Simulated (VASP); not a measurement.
# Si3N4 (P6_3/m) in VASP: notebook

Runs on Si3N4. Level: PBE. Tasks: single point, relaxation of the atoms.

All numbers are computed with VASP 6.6.1; they aren't measurements. Logs are shortened: lines on timing, memory, paths and dates and some standing lists are left out, and cuts for length are marked.

**1. The cell of the first run**

The structure is hexagonal, space group P6_3/m (No. 176). Conventional cell: a = 7.632 Å, b = 7.632 Å, c = 2.919 Å, α = 90.00°, β = 90.00°, γ = 120.00°. Within 2.3 Å of Si (site symmetry m) lie 4 N at 1.74 Å. N (site symmetry -6) has 3 Si at 1.74 Å within 2.3 Å. Within 2.3 Å of N (site symmetry m) lie 3 Si at 1.74 Å.

**2. Single point, PBE**

Contents of INCAR:

```
SYSTEM = Si3N4
  PREC = Accurate
  ENCUT = 520
  EDIFF = 1E-7
  ISMEAR = -1
  SIGMA = 0.02
  LREAL = .FALSE.
  LASPH = .TRUE.
  NELM = 60
  ALGO = Normal
  ISIF = 2
  LWAVE = .FALSE.
  LCHARG = .FALSE.
  GGA = PE
  NBANDS = 45
```

Contents of KPOINTS:

```
regular mesh
0
G
  4 4 9
  0 0 0
```

Contents of POSCAR:

```
Si3N4
1.0
    7.6322000000      0.0000000000      0.0000000000
   -3.8161000000      6.6096790868      0.0000000000
    0.0000000000      0.0000000000      2.9191000000
Si N
6 8
Direct
    0.1744557067      0.7683584695      0.2500000000
    0.4060972372      0.1744557067      0.7500000000
    0.2316415305      0.4060972372      0.2500000000
    0.8255442933      0.2316415305      0.7500000000
    0.5939027628      0.8255442933      0.2500000000
    0.7683584695      0.5939027628      0.7500000000
    0.3333333333      0.6666666667      0.2500000000
    0.6666666667      0.3333333333      0.7500000000
    0.3298864027      0.0303253381      0.2500000000
    0.2995610646      0.3298864027      0.7500000000
    0.9696746619      0.2995610646      0.2500000000
    0.6701135973      0.9696746619      0.7500000000
    0.7004389354      0.6701135973      0.2500000000
    0.0303253381      0.7004389354      0.7500000000
```

Potentials or basis: VASP PAW PBE potentials, release 64 (Si, N).

Run with:

```
cat potpaw_PBE.64/Si/POTCAR potpaw_PBE.64/N/POTCAR > POTCAR
mpirun -np 1 vasp_std > vasp.out
```

OUTCAR:

```text
SYSTEM = Si3N4
   PREC = Accurate
   ENCUT = 520
   EDIFF = 1E-7
   ISMEAR = -1
   LREAL = .FALSE.
   LASPH = .TRUE.
   NELM = 60
   ISIF = 2
   GGA = PE

 ion  position               nearest neighbor table
   1  0.174  0.768  0.250-   7 1.74   9 1.74  14 1.74  14 1.74   5 3.01   3 3.01   6 3.06   6 3.06
                             2 3.06   2 3.06
   2  0.406  0.174  0.750-   8 1.74  10 1.74   9 1.74   9 1.74   4 3.01   6 3.01   3 3.06   3 3.06
                             1 3.06   1 3.06
   3  0.232  0.406  0.250-   7 1.74  11 1.74  10 1.74  10 1.74   1 3.01   5 3.01   4 3.06   4 3.06
                             2 3.06   2 3.06
   4  0.826  0.232  0.750-   8 1.74  12 1.74  11 1.74  11 1.74   2 3.01   6 3.01   3 3.06   3 3.06
                             5 3.06   5 3.06
   5  0.594  0.826  0.250-   7 1.74  13 1.74  12 1.74  12 1.74   1 3.01   3 3.01   6 3.06   6 3.06
                             4 3.06   4 3.06
   6  0.768  0.594  0.750-   8 1.74  14 1.74  13 1.74  13 1.74   4 3.01   2 3.01   1 3.06   1 3.06
                             5 3.06   5 3.06
   7  0.333  0.667  0.250-   1 1.74   5 1.74   3 1.74
   8  0.667  0.333  0.750-   4 1.74   2 1.74   6 1.74
   9  0.330  0.030  0.250-   1 1.74   2 1.74   2 1.74
  10  0.300  0.330  0.750-   2 1.74   3 1.74   3 1.74
  11  0.970  0.300  0.250-   3 1.74   4 1.74   4 1.74
  12  0.670  0.970  0.750-   4 1.74   5 1.74   5 1.74
  13  0.700  0.670  0.250-   5 1.74   6 1.74   6 1.74
  14  0.030  0.700  0.750-   6 1.74   1 1.74   1 1.74

  LATTYP: Found a hexagonal cell.
 ALAT       =     7.6322000000
 C/A-ratio  =     0.3824716333

  Lattice vectors:

 A1 = (   7.6322000000,   0.0000000000,   0.0000000000)
 A2 = (  -3.8161000000,   6.6096790868,   0.0000000000)
 A3 = (   0.0000000000,   0.0000000000,   2.9191000000)

Analysis of symmetry for initial positions (statically):
=====================================================================
 Subroutine PRICEL returns:
 Original cell was already a primitive cell.

 Routine SETGRP: Setting up the symmetry group for a
 hexagonal supercell.

 Subroutine GETGRP returns: Found 12 space group operations
 (whereof  6 operations were pure point group operations)
 out of a pool of 24 trial point group operations.

The static configuration has the point symmetry S_6 .
 The point group associated with its full space group is C_6h.

Analysis of symmetry for dynamics (positions and initial velocities):
=====================================================================
 Subroutine PRICEL returns:
 Original cell was already a primitive cell.

[... 143 lines left out ...]
   EFERMI_NEDOS =   21; number of points for ismear=-14 and -15
   IALGO  =     38    algorithm
   IMIX   =      4    mixing-type and parameters
     AMIX     =   0.40;   BMIX     =  1.00
     AMIX_MAG =   1.60;   BMIX_MAG =  1.00
  volume/ion in A,a.u.               =      10.52        70.98
  Fermi-wavevector in a.u.,A,eV,Ry     =   1.240057  2.343369 20.922255  1.537742
  Thomas-Fermi vector in A             =   2.374514
   LORBIT       =      0    0 simple, 1 ext, 2 COOP (PROOUT), +10 PAW based schemes
   GGA     = PE    functional components
   LHFCALC =     F    Hartree Fock is set to
   AEXX    =    0.0000 exact exchange contribution
   IVDW    =     0    specifies the selected vdW correction
   LEPSILON=     F    determine dielectric tensor
   LRPA    =     F    only Hartree local field effects (RPA)
 non-spin polarized calculation
  energy-cutoff  :      520.00
  volume of cell :      147.26
 maximum number of plane-waves:      3988
 NGX is ok and might be reduce to    60
   NGX = 29   NGY = 29   NGZ = 11

 number of electron      63.9999993 magnetization

 Free energy of the ion-electron system (eV)
  ---------------------------------------------------
  ext. energy  EPLUGINS =         0.00000000
  ---------------------------------------------------
  free energy    TOTEN  =      -114.53321467 eV

  energy without entropy =     -114.53321467  energy(sigma->0) =     -114.53321467

 E-fermi :   7.0699     XC(G=0): -10.7567

 val. band max:        6.6277451564   @ k =   0.0000   0.0000   0.2222
 cond. band min:      10.9163233353   @ k =   0.0000   0.0000   0.0000
 fundamental gap:      4.2885781789
 Fermi energy:         7.0698810770

 k-point     1 :       0.0000    0.0000    0.0000
  band No.  band energies     occupation
      1     -11.4919      2.00000
      2     -10.0494      2.00000
      3     -10.0494      2.00000
      4      -9.4164      2.00000
      5      -9.2792      2.00000
      6      -9.2792      2.00000
[... 929 lines left out ...]
     43      14.2478      0.00000
     44      14.3722      0.00000
 [bands above 44 left out]

------------------------ aborting loop because EDIFF is reached ----------------------------------------

  FORCE on cell =-STRESS in cart. coord.  units (eV):
  Direction    XX          YY          ZZ          XY          YZ          ZX
  --------------------------------------------------------------------------------------
  -------------------------------------------------------------------------------------
  Total        2.2709697      2.2709697      1.7037529      0.0000001      0.0000000      0.0000000
  in kB       24.7082978     24.7082978     18.5369421      0.0000006      0.0000000      0.0000000
  external PRESSURE =      22.6511792 kB  Pullay stress =       0.0000000 kB

 VOLUME and BASIS-vectors are now :
 -----------------------------------------------------------------------------
  energy-cutoff  :      520.00
  volume of cell :      147.26
      direct lattice vectors                 reciprocal lattice vectors
     7.632200000  0.000000000  0.000000000     0.131023820  0.075646638  0.000000000
    -3.816100000  6.609679087  0.000000000     0.000000000  0.151293276  0.000000000
     0.000000000  0.000000000  2.919100000     0.000000000  0.000000000  0.342571340

 POSITION                                       TOTAL-FORCE (eV/Angst)
 -----------------------------------------------------------------------------------
     -1.60065      5.07860      0.72977        -0.010025     -0.006239     -0.000000
      2.43367      1.15310      2.18932         0.000391     -0.011801     -0.000000
      0.21823      2.68417      0.72977         0.010415     -0.005562      0.000000
      5.41675      1.53108      2.18932         0.010025      0.006239     -0.000000
      1.38243      5.45658      0.72977        -0.000391      0.011801     -0.000000
      3.59787      3.92551      2.18932        -0.010415      0.005562      0.000000
     -0.00000      4.40645      0.72977         0.000000      0.000000      0.000000
      3.81610      2.20323      2.18932         0.000000      0.000000     -0.000000
      2.40203      0.20044      0.72977        -0.003239      0.011546      0.000000
      1.02743      2.18044      2.18932        -0.011618      0.002968     -0.000000
      6.25760      1.98000      0.72977        -0.008380     -0.008578      0.000000
      1.41407      6.40924      2.18932         0.003239     -0.011546     -0.000000
      2.78867      4.42924      0.72977         0.011618     -0.002968      0.000000
     -2.44150      4.62968      2.18932         0.008380      0.008578      0.000000
 -----------------------------------------------------------------------------------
    total drift:                               -0.000000      0.000000      0.000000

  FREE ENERGIE OF THE ION-ELECTRON SYSTEM (eV)
  ---------------------------------------------------
  free  energy   TOTEN  =      -114.5332146668 eV

  energy  without entropy=     -114.5332146668  energy(sigma->0) =     -114.53321467
```

stdout:

```text
POSCAR found type information on POSCAR SiN
 POSCAR found :  2 types and      14 ions
 scaLAPACK will be used
 LDA part: xc-table for (Slater+PW92), standard interpolation
 POSCAR, INCAR and KPOINTS ok, starting setup
 FFT: planning ... GRIDC
 FFT: planning ... GRID_SOFT
 FFT: planning ... GRID
 WAVECAR not read
 entering main loop
```

Run time: 3.4 min. Hardware: 1 thread of Intel Xeon 8259CL, shared host; peak memory 0.32 GiB.

Results:

- Free energy: -114.5332 eV
- Pressure: 2.3 GPa
- Largest force: 0.012 eV/Å
- Band gap on the k mesh: 4.29 eV (least direct gap 4.47 eV)

Forces in eV/Å, atoms in the order of the input:
```
Si  -0.010 -0.006  0.000
Si   0.000 -0.012  0.000
Si   0.010 -0.006  0.000
Si   0.010  0.006  0.000
Si   0.000  0.012  0.000
Si  -0.010  0.006  0.000
N    0.000  0.000  0.000
N    0.000  0.000  0.000
N   -0.003  0.012  0.000
N   -0.012  0.003  0.000
N   -0.008 -0.009  0.000
N    0.003 -0.012  0.000
N    0.012 -0.003  0.000
N    0.008  0.009  0.000
```

Stress tensor (GPa, compression positive):
```
2.47 0.00 0.00
0.00 2.47 0.00
0.00 0.00 1.85
```

Caveat: an odd mesh through Γ misses points on the zone boundary, where band edges can lie.

(Part 1 of 2 ends here.)
